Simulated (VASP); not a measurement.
Input of a VASP 6.6.1 run:

INCAR

```
SYSTEM = Ca
PREC     = Accurate       ! precision mode
ENCUT    = 600            ! plane-wave cutoff, eV
EDIFF    = 1E-6           ! SCF threshold, eV
ISMEAR   = -1             ! smearing method
SIGMA    = 0.05           ! smearing width, eV
LREAL    = .FALSE.        ! projectors in reciprocal space
LASPH    = .TRUE.         ! aspherical terms in the spheres
NELM     = 60             ! most SCF steps
ALGO     = Normal         ! electronic algorithm
ISIF     = 3              ! what is computed and relaxed
LWAVE    = .FALSE.        ! write WAVECAR
LCHARG   = .FALSE.        ! write CHGCAR
GGA      = PE             ! functional
IBRION   = 2              ! ionic algorithm
NSW      = 80             ! ionic steps
EDIFFG   = -0.02          ! ionic threshold
PSTRESS  = 100.0
```

The input KPOINTS:

```
Automatic mesh
0
G
  8 8 8
  0 0 0
```

POSCAR

```
Ca
1.0
    0.0000000000      2.7942000000      2.7942000000
    2.7942000000      0.0000000000      2.7942000000
    2.7942000000      2.7942000000      0.0000000000
Ca
1
Direct
    0.0000000000      0.0000000000      0.0000000000
```

Potentials or basis: VASP PAW PBE potentials, release 64 (Ca_sv).

Launch:

```console
$ cat potpaw_PBE.64/Ca_sv/POTCAR > POTCAR
$ mpirun -np 1 vasp_std > vasp.out
```

Question: What does it give for the relaxed cell?

Answer: a = 3.490 Å, b = 3.490 Å, c = 3.490 Å, α = 60.00°, β = 60.00°, γ = 60.00°.

Question: Estimate the relaxed volume.

Answer: 30.06 Å³/atom.

Final structure:
```
Ca
1.0
     0.00000    2.46775    2.46775
     2.46775    0.00000    2.46775
     2.46775    2.46775    0.00000
Ca
1
Direct
  0.00000 0.00000 0.00000
```

Caveat: the cell is relaxed towards a set pressure, so the run minimises the enthalpy, not the energy; the volume moved by over 15 % at a fixed basis, so the end points are rough.
